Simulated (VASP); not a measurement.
# Sn4Se5 in VASP: further runs

The runs below take Sn4Se5 through single point, with PBE.

Program: VASP 6.6.1. These are calculated values, not measurements. Logs are shortened: lines on timing, memory, paths and dates and some standing lists are left out, and cuts for length are marked.

## (1) The cell of the first run

The cell holds a slab with vacuum, 9 atoms: a = 4.286 Å, b = 4.286 Å, c = 20.999 Å, α = 90.00°, β = 90.00°, γ = 120.00°.

## (2) Single point, PBE

INCAR

```
ALGO = Normal
DIPOL = 0.5 0.5 0.500
EDIFF = 1E-6
ENCUT = 520
GGA = PE
IDIPOL = 3
ISIF = 2
ISMEAR = 0
LASPH = T
LCHARG = F
LDIPOL = T
LREAL = F
LWAVE = F
NBANDS = 53
NELM = 80
PREC = Accurate
SIGMA = 0.05
```

KPOINTS

```
k-points
0
Gamma
  9 9 1
```

POSCAR

```
Sn4Se5
1.0
    4.2862138071      0.0000000000      0.0000000000
   -2.1431069035      3.7119700430      0.0000000000
    0.0000000000      0.0000000000     20.9987156744
Se Sn
5 4
Direct
    0.3333333333      0.6666666667      0.1666768604
    0.0000000000      0.0000000000      0.3333384302
    0.6666666667      0.3333333333      0.5000000000
    0.3333333333      0.6666666667      0.6666615698
    0.0000000000      0.0000000000      0.8333231396
    0.6666666667      0.3333333333      0.2500076453
    0.3333333333      0.6666666667      0.4166692151
    0.0000000000      0.0000000000      0.5833307849
    0.6666666667      0.3333333333      0.7499923547
```

Potentials or basis: VASP PAW PBE potentials, release 64 (Se, Sn_d).

Launch:

```console
$ cat potpaw_PBE.64/Se/POTCAR potpaw_PBE.64/Sn_d/POTCAR > POTCAR
$ mpirun -np 1 vasp_std > vasp.out
```

OUTCAR:

```text
EDIFF = 1E-6
   ENCUT = 520
   GGA = PE
   ISIF = 2
   ISMEAR = 0
   LASPH = T
   LREAL = F
   NELM = 80
   PREC = Accurate

 ion  position               nearest neighbor table
   1  0.333  0.667  0.167-   6 3.03   6 3.03   6 3.03
   2  0.000  0.000  0.333-   6 3.03   7 3.03   7 3.03   6 3.03   6 3.03   7 3.03
   3  0.667  0.333  0.500-   8 3.03   7 3.03   7 3.03   8 3.03   8 3.03   7 3.03
   4  0.333  0.667  0.667-   8 3.03   9 3.03   9 3.03   8 3.03   8 3.03   9 3.03
   5  0.000  0.000  0.833-   9 3.03   9 3.03   9 3.03
   6  0.667  0.333  0.250-   2 3.03   1 3.03   1 3.03   2 3.03   2 3.03   1 3.03
   7  0.333  0.667  0.417-   2 3.03   3 3.03   3 3.03   2 3.03   2 3.03   3 3.03
   8  0.000  0.000  0.583-   3 3.03   4 3.03   4 3.03   3 3.03   3 3.03   4 3.03
   9  0.667  0.333  0.750-   5 3.03   4 3.03   4 3.03   5 3.03   5 3.03   4 3.03

  LATTYP: Found a hexagonal cell.
 ALAT       =     4.2862138071
 C/A-ratio  =     4.8991293061

  Lattice vectors:

 A1 = (   4.2862138071,   0.0000000000,   0.0000000000)
 A2 = (  -2.1431069035,   3.7119700430,   0.0000000000)
 A3 = (   0.0000000000,   0.0000000000,  20.9987156744)

Analysis of symmetry for initial positions (statically):
=====================================================================
 Subroutine PRICEL returns:
 Original cell was already a primitive cell.

 Routine SETGRP: Setting up the symmetry group for a
 hexagonal supercell.

 Subroutine GETGRP returns: Found 12 space group operations
 (whereof  6 operations were pure point group operations)
 out of a pool of 24 trial point group operations.

The static configuration has the point symmetry C_3v.
 The point group associated with its full space group is D_3d.

Analysis of symmetry for dynamics (positions and initial velocities):
=====================================================================
 Subroutine PRICEL returns:
 Original cell was already a primitive cell.

 Routine SETGRP: Setting up the symmetry group for a
 hexagonal supercell.

 Subroutine GETGRP returns: Found 12 space group operations
 (whereof  6 operations were pure point group operations)
 out of a pool of 24 trial point group operations.

The dynamic configuration has the point symmetry C_3v.
 The point group associated with its full space group is D_3d.

 Subroutine INISYM returns: Found 12 space group operations
 (whereof  6 operations are pure point group operations),
 and found     1 'primitive' translations

----------------------------------------------------------------------------------------

                                     Primitive cell

  volume of cell :     334.0958

  direct lattice vectors                    reciprocal lattice vectors
     4.286213807  0.000000000  0.000000000     0.233306140  0.134699363  0.000000000
    -2.143106904  3.711970043  0.000000000     0.000000000  0.269398726  0.000000000
     0.000000000  0.000000000 20.998715674     0.000000000  0.000000000  0.047621960

  length of vectors
     4.286213807  4.286213807 20.998715674     0.269398726  0.269398726  0.047621960

  position of ions in fractional coordinates (direct lattice)
     0.333333333  0.666666667  0.166676860
     0.000000000  0.000000000  0.333338430
     0.666666667  0.333333333  0.500000000
     0.333333333  0.666666667  0.666661570
     0.000000000  0.000000000  0.833323140
     0.666666667  0.333333333  0.250007645
     0.333333333  0.666666667  0.416669215
     0.000000000  0.000000000  0.583330785
     0.666666667  0.333333333  0.749992355

  ion indices of the primitive-cell ions
   primitive index   ion index
                 1           1
                 2           2
                 3           3
                 4           4
                 5           5
                 6           6
                 7           7
                 8           8
                 9           9

----------------------------------------------------------------------------------------

 KPOINTS: k-points

Automatic generation of k-mesh.
 Grid dimensions read from file:
 generate k-points for:    9    9    1

 Generating k-lattice:

  Cartesian coordinates                     Fractional coordinates (reciprocal lattice)
     0.025922904  0.014966596  0.000000000     0.111111111  0.000000000  0.000000000
     0.000000000  0.029933192  0.000000000     0.000000000  0.111111111  0.000000000
     0.000000000  0.000000000  0.047621960     0.000000000  0.000000000  1.000000000

  Length of vectors
     0.029933192  0.029933192  0.047621960

  Shift w.r.t. Gamma in fractional coordinates (k-lattice)
     0.000000000  0.000000000  0.000000000

 Subroutine IBZKPT returns following result:
 ===========================================

 Found     12 irreducible k-points:

 Following reciprocal coordinates:
            Coordinates               Weight
  0.000000  0.000000  0.000000      1.000000
  0.111111  0.000000  0.000000      6.000000
  0.222222  0.000000  0.000000      6.000000
  0.333333  0.000000  0.000000      6.000000
  0.444444  0.000000  0.000000      6.000000
  0.111111  0.111111  0.000000      6.000000
  0.222222  0.111111  0.000000     12.000000
  0.333333  0.111111  0.000000     12.000000
  0.444444  0.111111  0.000000      6.000000
  0.222222  0.222222  0.000000      6.000000
  0.333333  0.222222  0.000000     12.000000
  0.333333  0.333333  0.000000      2.000000
   k-points           NKPTS =     12   k-points in BZ     NKDIM =     12   number of bands    NBANDS=     53
   number of dos      NEDOS =    301   number of ions     NIONS =      9
   total plane-waves  NPLWV = 163840
   dimension x,y,z NGX =    32 NGY =   32 NGZ =  160
   dimension x,y,z NGXF=    64 NGYF=   64 NGZF=  320
   ions per type =               5   4
   NGX,Y,Z   is equivalent  to a cutoff of  12.41, 12.41, 12.67 a.u.
   NGXF,Y,Z  is equivalent  to a cutoff of  24.82, 24.82, 25.33 a.u.
 SYSTEM =  unknown system
   PREC   = accura    normal or accurate (medium, high low for compatibility)
   ISTART =      0    job   : 0-new  1-cont  2-samecut
   ICHARG =      2    charge: 1-file 2-atom 10-const
   ISPIN  =      1    spin polarized calculation?
   LNONCOLLINEAR =      F non collinear calculations
   LSORBIT =      F    spin-orbit coupling
   LASPH  =      T    aspherical Exc in radial PAW
   ENCUT  =  520.0 eV  38.22 Ry    6.18 a.u.   7.97  7.97 39.04*2*pi/ulx,y,z
   NELM   =     80;   NELMIN=  2; NELMDL= -5     # of ELM steps
   EDIFF  = 0.1E-05   stopping-criterion for ELM
   LREAL  =      F    real-space projection
   EDIFFG = 0.1E-04   stopping-criterion for IOM
   NSW    =      0    number of steps for IOM
   IBRION =     -1    ionic relax: 0-MD 1-quasi-New 2-CG
   NFREE  =      0    steps in history (QN), initial steepest desc. (CG)
   ISIF   =      2    stress and relaxation
   ISYM   =      2    0-nonsym 1-usesym 2-fastsym
   POTIM  = 0.5000    time-step for ionic-motion
   TEBEG  =    0.0;   TEEND  =   0.0 temperature during run
   PSTRESS=    0.0 pullay stress
   NELECT =      86.0000    total number of electrons
   NUPDOWN=      -1.0000    fix difference up-down
   EMIN   =  10.00;   EMAX   =-10.00  energy-range for DOS
   EFERMI =   0.00;   METHOD = LEGACY
   ISMEAR =     0;   SIGMA  =   0.05  broadening in eV -4-tet -1-fermi 0-gaus
   EFERMI_NEDOS =   21; number of points for ismear=-14 and -15
   IALGO  =     38    algorithm
   IMIX   =      4    mixing-type and parameters
     AMIX     =   0.40;   BMIX     =  1.00
     AMIX_MAG =   1.60;   BMIX_MAG =  1.00
  volume/ion in A,a.u.               =      37.12       250.51
  Fermi-wavevector in a.u.,A,eV,Ry     =   1.041399  1.967959 14.755690  1.084513
  Thomas-Fermi vector in A             =   2.176018
   LORBIT       =      0    0 simple, 1 ext, 2 COOP (PROOUT), +10 PAW based schemes
   GGA     = PE    functional components
   LHFCALC =     F    Hartree Fock is set to
   AEXX    =    0.0000 exact exchange contribution
   IVDW    =     0    specifies the selected vdW correction
   LEPSILON=     F    determine dielectric tensor
   LRPA    =     F    only Hartree local field effects (RPA)
 non-spin polarized calculation
 Gauss-broadening in eV      SIGMA  =   0.05
  energy-cutoff  :      520.00
  volume of cell :      334.10
 maximum number of plane-waves:      9084
 NGX is ok and might be reduce to    32
   NGX = 15   NGY = 15   NGZ = 79

 number of electron      85.9999999 magnetization

 dipolmoment           0.000000      0.000000     -0.000002 electrons x Angstroem

 Free energy of the ion-electron system (eV)
  ---------------------------------------------------
  ext. energy  EPLUGINS =         0.00000000
  ---------------------------------------------------
  free energy    TOTEN  =       -35.41391986 eV

  energy without entropy =      -35.40614949  energy(sigma->0) =      -35.41003468

 E-fermi :   1.9930     XC(G=0):  -7.6753

 val. band max:        1.9804308502   @ k =   0.3333   0.3333   0.0000
 cond. band min:       2.0241829013   @ k =   0.1111   0.0000   0.0000
 fundamental gap:      0.0437520510
 Fermi energy:         1.9930377261

 k-point     1 :       0.0000    0.0000    0.0000
  band No.  band energies     occupation
      1     -19.5957      2.00000
      2     -19.5957      2.00000
      3     -19.5932      2.00000
      4     -19.5932      2.00000
      5     -19.5839      2.00000
      6     -19.5830      2.00000
[... 45 lines left out ...]
     52       5.4595      0.00000
     53       5.4595      0.00000

 k-point     2 :       0.1111    0.0000    0.0000
  band No.  band energies     occupation
      1     -19.5966      2.00000
      2     -19.5942      2.00000
      3     -19.5936      2.00000
      4     -19.5917      2.00000
      5     -19.5846      2.00000
      6     -19.5835      2.00000
[... 45 lines left out ...]
     52       5.5579      0.00000
     53       5.5604      0.00000

 k-point     3 :       0.2222    0.0000    0.0000
  band No.  band energies     occupation
      1     -19.5994      2.00000
      2     -19.5949      2.00000
      3     -19.5904      2.00000
      4     -19.5880      2.00000
      5     -19.5876      2.00000
      6     -19.5845      2.00000
[... 45 lines left out ...]
     52       5.8066      0.00000
     53       5.8574      0.00000
[... 393 lines left out ...]
 k-point    11 :       0.3333    0.2222    0.0000
  band No.  band energies     occupation
      1     -19.6018      2.00000
      2     -19.5947      2.00000
      3     -19.5911      2.00000
      4     -19.5884      2.00000
      5     -19.5868      2.00000
      6     -19.5850      2.00000
[... 45 lines left out ...]
     52       6.3188      0.00000
     53       6.5084      0.00000

 k-point    12 :       0.3333    0.3333    0.0000
  band No.  band energies     occupation
      1     -19.5997      2.00000
      2     -19.5931      2.00000
      3     -19.5931      2.00000
      4     -19.5877      2.00000
      5     -19.5859      2.00000
      6     -19.5852      2.00000
[... 45 lines left out ...]
     52       6.2800      0.00000
     53       6.3886      0.00000

------------------------ aborting loop because EDIFF is reached ----------------------------------------

 vacuum level on the upper side and lower side of the slab       (xc-potential included)        -1.180        -1.182

  FORCE on cell =-STRESS in cart. coord.  units (eV):
  Direction    XX          YY          ZZ          XY          YZ          ZX
  --------------------------------------------------------------------------------------
  -------------------------------------------------------------------------------------
  Total       -6.3007634     -6.3007634     -5.8727543     -0.0000000      0.0000000     -0.0000000
  in kB      -30.2157045    -30.2157045    -28.1631605     -0.0000000      0.0000000     -0.0000000
  external PRESSURE =     -29.5315231 kB  Pullay stress =       0.0000000 kB

 VOLUME and BASIS-vectors are now :
 -----------------------------------------------------------------------------
  energy-cutoff  :      520.00
  volume of cell :      334.10
      direct lattice vectors                 reciprocal lattice vectors
     4.286213807  0.000000000  0.000000000     0.233306140  0.134699363  0.000000000
    -2.143106904  3.711970043  0.000000000     0.000000000  0.269398726  0.000000000
     0.000000000  0.000000000 20.998715674     0.000000000  0.000000000  0.047621960

 POSITION                                       TOTAL-FORCE (eV/Angst)
 -----------------------------------------------------------------------------------
     -0.00000      2.47465      3.50000        -0.000000      0.000000      1.621951
      0.00000      0.00000      6.99968        -0.000000      0.000000      0.554908
      2.14311      1.23732     10.49936        -0.000000     -0.000000      0.000000
     -0.00000      2.47465     13.99904         0.000000     -0.000000     -0.554908
      0.00000      0.00000     17.49872        -0.000000     -0.000000     -1.621951
      2.14311      1.23732      5.24984        -0.000000     -0.000000     -1.896705
     -0.00000      2.47465      8.74952        -0.000000     -0.000000     -0.241405
      0.00000      0.00000     12.24920         0.000000      0.000000      0.241405
      2.14311      1.23732     15.74888         0.000000     -0.000000      1.896705
 -----------------------------------------------------------------------------------
    total drift:                               -0.000000      0.000000     -0.000177

  FREE ENERGIE OF THE ION-ELECTRON SYSTEM (eV)
  ---------------------------------------------------
  free  energy   TOTEN  =       -35.4139198595 eV

  energy  without entropy=      -35.4061494918  energy(sigma->0) =      -35.41003468

 vacuum level on the upper side and lower side of the slab         6.797         6.794
```

Wall time 12 min (1 thread of AMD EPYC 7R13, shared host); peak memory 0.49 GiB.

What came out:

* Free energy: -35.4139 eV
* Largest force: 1.897 eV/Å
* Band gap on the k mesh: zero (bands 43 and 44 overlap by 0.08 eV)

Forces on the atoms (eV/Å):
```
Se   0.000  0.000  1.622
Se   0.000  0.000  0.555
Se   0.000  0.000  0.000
Se   0.000  0.000 -0.555
Se   0.000  0.000 -1.622
Sn   0.000  0.000 -1.897
Sn   0.000  0.000 -0.241
Sn   0.000  0.000  0.241
Sn   0.000  0.000  1.897
```

Caveat: spin-orbit coupling is left out, which moves the levels of the heavy elements.

(Part 1 of 2 ends here.)

The gap in the log of VASP goes by the Fermi energy; the results here count the filled bands.